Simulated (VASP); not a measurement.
# La (P6_3/mmc) in VASP: a series of runs, part 2 of 2

VASP 6.6.1.

## Step 3: Single point, PBEsol

This run uses another cell than the first one, of 29.34 Å³/atom, 1.128 times its volume.

Contents of INCAR:

```
SYSTEM = La
PREC = Accurate ; ENCUT = 520
EDIFF = 1E-6 ; ISMEAR = -1
SIGMA = 0.05 ; LREAL = .False.
LASPH = .True. ; NELM = 80
ALGO = Normal ; ISIF = 2
LWAVE = .False. ; LCHARG = .True.
GGA = PS ; LELF = .True.
LVHAR = .True. ; NBANDS = 18
```

Contents of KPOINTS:

```
Automatic mesh
0
Gamma
  8 8 5
  0 0 0
```

Contents of POSCAR:

```
La
1.0
    3.4502030981      0.0000000000      0.0000000000
   -1.7251015490      2.9879635311      0.0000000000
    0.0000000000      0.0000000000      5.6920420865
La
2
Direct
    0.6666666667      0.3333333333      0.7500000000
    0.3333333333      0.6666666667      0.2500000000
```

Potentials or basis: VASP PAW PBE potentials, release 64 (La).

Run with:

```bash
$ cat potpaw_PBE.64/La/POTCAR > POTCAR
$ mpirun -np 1 vasp_std > vasp.out
```

OUTCAR:

```text
SYSTEM = La
   PREC = Accurate
   ENCUT = 520
   EDIFF = 1E-6
   ISMEAR = -1
   LREAL = .False.
   LASPH = .True.
   NELM = 80
   ISIF = 2
   GGA = PS

 ion  position               nearest neighbor table
   1  0.667  0.333  0.750-   2 3.47   2 3.47   2 3.47   2 3.47   2 3.47   2 3.47
   2  0.333  0.667  0.250-   1 3.47   1 3.47   1 3.47   1 3.47   1 3.47   1 3.47

  LATTYP: Found a hexagonal cell.
 ALAT       =     3.4502030981
 C/A-ratio  =     1.6497701511

  Lattice vectors:
[... 192 lines left out ...]
      3      -7.3522      2.00000
      4      -5.0013      2.00000
      5      -5.0013      2.00000
      6      -4.7315      2.00000
[... 481 lines left out ...]
      5      -5.6559      2.00000
      6      -5.3597      2.00000
[... 10 lines left out ...]
     17      12.5371      0.00000
     18      12.5610      0.00000

 [... further k-points ...]
[... 5 lines left out ...]
  --------------------------------------------------------------------------------------
  -------------------------------------------------------------------------------------
  Total        1.8742575      1.8742575      1.8993089      0.0000000     -0.0000000      0.0000000
  in kB       51.1742857     51.1742857     51.8582826      0.0000000     -0.0000000      0.0000000
  external PRESSURE =      51.4022847 kB  Pullay stress =       0.0000000 kB

 VOLUME and BASIS-vectors are now :
 -----------------------------------------------------------------------------
  energy-cutoff  :      520.00
  volume of cell :       58.68
      direct lattice vectors                 reciprocal lattice vectors
     3.450203098  0.000000000  0.000000000     0.289838010  0.167338053  0.000000000
    -1.725101549  2.987963531  0.000000000     0.000000000  0.334676106  0.000000000
     0.000000000  0.000000000  5.692042086     0.000000000  0.000000000  0.175683873

 POSITION                                       TOTAL-FORCE (eV/Angst)
 -----------------------------------------------------------------------------------
      1.72510      0.99599      4.26903        -0.000000      0.000000      0.000000
     -0.00000      1.99198      1.42301         0.000000     -0.000000      0.000000
 -----------------------------------------------------------------------------------
    total drift:                                0.000000     -0.000000      0.000000

  FREE ENERGIE OF THE ION-ELECTRON SYSTEM (eV)
  ---------------------------------------------------
  free  energy   TOTEN  =       -10.4602591169 eV

  energy  without entropy=      -10.4354610586  energy(sigma->0) =      -10.44786009
```

Run time: 46 s. Hardware: 1 thread of Intel Xeon Platinum 8259CL at 2.50GHz (Skylake/Cascade Lake), shared host; peak memory 0.19 GiB.

What came out:

| Property | Result |
| --- | --- |
| Free energy | -10.4603 eV |
| Pressure | 5.1 GPa |
| Band gap on the k mesh | zero (band 11 reaches 11.24 eV, above the bottom of band 12 at 9.65 eV) |

Caveat: the PAW data sets were made with another functional, which shifts forces and pressure a little; spin-orbit coupling is left out, which moves the levels of the heavy elements.

## Step 4: Single point, PBEsol

This run uses another cell than the first one, of 32.09 Å³/atom, 1.234 times its volume.

Contents of INCAR:

```
PREC = Accurate
ENCUT = 520
EDIFF = 1E-7
ISMEAR = -1
SIGMA = 0.05
LREAL = F
LASPH = T
NELM = 80
ALGO = Normal
ISIF = 2
LWAVE = F
LCHARG = F
GGA = PS
NBANDS = 18
```

Contents of KPOINTS:

```
Automatic mesh
0
Gamma
  8 8 5
```

Contents of POSCAR:

```
La
1.0
    3.5591974242      0.0000000000      0.0000000000
   -1.7795987121      3.0823553865      0.0000000000
    0.0000000000      0.0000000000      5.8506348281
La
2
Direct
    0.6666666667      0.3333333333      0.7500000000
    0.3333333333      0.6666666667      0.2500000000
```

Run with:

```bash
$ cat potpaw_PBE.64/La/POTCAR > POTCAR
$ mpirun -np 1 vasp_std > vasp.out
```

Wall time 66 s (1 thread of Intel Xeon Platinum 8259CL at 2.50GHz (Skylake/Cascade Lake), shared host); peak memory 0.2 GiB.

It converged, with:

```yaml
Free_energy: -10.5822 eV
Pressure: 2.1 GPa
Band_gap_on_the_k_mesh: zero (band 11 reaches 10.27 eV, above the bottom of band 12 at 8.78 eV)
```

Levels at points of the mesh, in eV from the Fermi level:
| k point | band 8 | band 9 | band 10 | band 11 | band 12 | band 13 | band 14 | band 15 |
| --- | --- | --- | --- | --- | --- | --- | --- | --- |
| (0.00, 0.00, 0.00) | -15.24 | -3.07 | -1.93 | 1.07 | 1.44 | 1.44 | 1.72 | 1.83 |
| (0.50, 0.00, 0.00) | -15.52 | -1.98 | -1.43 | -1.22 | 1.36 | 1.52 | 1.61 | 1.65 |

Caveat: the PAW data sets were made with another functional, which shifts forces and pressure a little; spin-orbit coupling is left out, which moves the levels of the heavy elements.

## Step 5: Single point, r2SCAN

This run uses another cell than the first one, of 37.70 Å³/atom, 1.449 times its volume.

Contents of POSCAR:

```
La
1.0
    3.7748351609      0.0000000000      0.0000000000
   -1.8874175804      3.2691031444      0.0000000000
    0.0000000000      0.0000000000      6.1101998470
La
2
Direct
    0.6666666667      0.3333333333      0.7500000000
    0.3333333333      0.6666666667      0.2500000000
```

Contents of INCAR.step1:

```
PREC = Accurate
ENCUT = 520
ISMEAR = -1
SIGMA = 0.05
LREAL = False
LASPH = True
NELM = 80
NBANDS = 18
GGA = PE
ALGO = Normal
EDIFF = 1E-4
LWAVE = True
LCHARG = False
```

Contents of INCAR.step2:

```
PREC = Accurate
ENCUT = 520
EDIFF = 1E-6
ISMEAR = -1
SIGMA = 0.05
LREAL = False
LASPH = True
NELM = 80
ALGO = Normal
ISIF = 2
LWAVE = False
LCHARG = True
METAGGA = R2SCAN
LMIXTAU = True
LELF = True
LVHAR = True
NBANDS = 18
ISTART = 1
```

Contents of KPOINTS:

```
regular mesh
0
Gamma
  8 8 5
```

Run with:

```bash
$ cat potpaw_PBE.64/La/POTCAR > POTCAR
$ cp INCAR.step1 INCAR
$ mpirun -np 1 vasp_std > vasp.out
$ cp INCAR.step2 INCAR
$ mpirun -np 1 vasp_std > vasp.out
```

It took 3.5 min on 1 thread of AMD EPYC 7R13 (Zen 3), shared host; peak memory 0.18 GiB.

Results (log left out):

| Property | Result |
| --- | --- |
| Free energy | -59.4269 eV |
| Pressure | 0.4 GPa |
| Band gap on the k mesh | zero (band 11 reaches 9.12 eV, above the bottom of band 12 at 7.66 eV) |

Stress tensor (GPa, compression positive):
```
 0.77  0.00  0.00
 0.00  0.77  0.00
 0.00  0.00 -0.23
```

Levels at points of the mesh, in eV from the Fermi level:
```csv
k point,band 7,band 8,band 9,band 10,band 11,band 12,band 13,band 14,band 15,band 16
"(0.00, 0.00, 0.00)",-16.63,-16.61,-3.33,-1.80,1.30,1.46,1.46,1.78,1.86,1.89
"(0.50, 0.00, 0.00)",-16.95,-16.80,-1.65,-1.24,-1.18,1.19,1.38,1.41,1.73,2.12
```

Caveat: the PAW data sets were made with another functional, which shifts forces and pressure a little; spin-orbit coupling is left out, which moves the levels of the heavy elements.

## Step 6: Summary

```tsv
level	cell	gap on the mesh (eV)	pressure (GPa)
PBEsol	a = 3.287, b = 3.287, c = 5.559 Å, angles 90.0, 90.0, 120.0°, 2 atoms	none	10.3
PBEsol	a = 3.450, b = 3.450, c = 5.692 Å, angles 90.0, 90.0, 120.0°, 2 atoms	none	5.1
PBEsol	a = 3.559, b = 3.559, c = 5.851 Å, angles 90.0, 90.0, 120.0°, 2 atoms	none	2.1
r2SCAN	a = 3.775, b = 3.775, c = 6.110 Å, angles 90.0, 90.0, 120.0°, 2 atoms	none	0.4
```

Alike in all rows: task single point; potentials or basis VASP PAW PBE potentials, release 64 (La); no spin polarisation; k mesh 8 × 8 × 5; cutoff (eV) 520; smearing fermi-dirac 0.05 eV.

Caveats: the PAW data sets were made with another functional, which shifts forces and pressure a little; spin-orbit coupling is left out, which moves the levels of the heavy elements.

Absolute energies hang on the potentials; compare differences alone.
